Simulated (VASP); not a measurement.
The system is Pd.

```
Pd
1.0
     0.00000    1.94490    1.94490
     1.94490    0.00000    1.94490
     1.94490    1.94490    0.00000
Pd
1
Direct
  0.00000 0.00000 0.00000
```

| Quantity | Value |
| --- | --- |
| Program | VASP 6.6.1 |
| Task | relaxation of cell and atoms |
| Functional | LDA |
| Potentials or basis | VASP PAW LDA potentials, release 64 (Pd) |
| Cutoff | 600 eV |
| k mesh | 14 × 14 × 14 |
| Occupations | fermi-dirac, width 0.1 eV |
| Spin | no spin polarisation |

At the start: pressure -7.3 GPa; volume 14.71 Å³/atom.

Q: Where does the relaxation end?

A: Over 4 steps the energy falls by 12.2 meV/atom and the volume is 14.19 Å³/atom (-3.5 %); space group Fm-3m (No. 225, to 0.05 Å).

Step by step:
| step | energy change (eV) | largest force (eV/Å) | pressure (GPa) | volume (Å³) |
| --- | --- | --- | --- | --- |
| 1 | 0.0000 | 0.0000 | -7.29 | 14.71 |
| 2 | 0.0296 | 0.0000 | 16.66 | 13.33 |
| 3 | -0.0122 | 0.0000 | -0.15 | 14.20 |
| 4 | -0.0122 | 0.0000 | 0.02 | 14.19 |

Final structure:
```yaml
crystal:
  lattice:
    - [0.00000, 1.92176, 1.92176]
    - [1.92176, 0.00000, 1.92176]
    - [1.92176, 1.92176, 0.00000]
  atoms:
    - { symbol: Pd, position: [0.00000, 0.00000, 0.00000] }
```
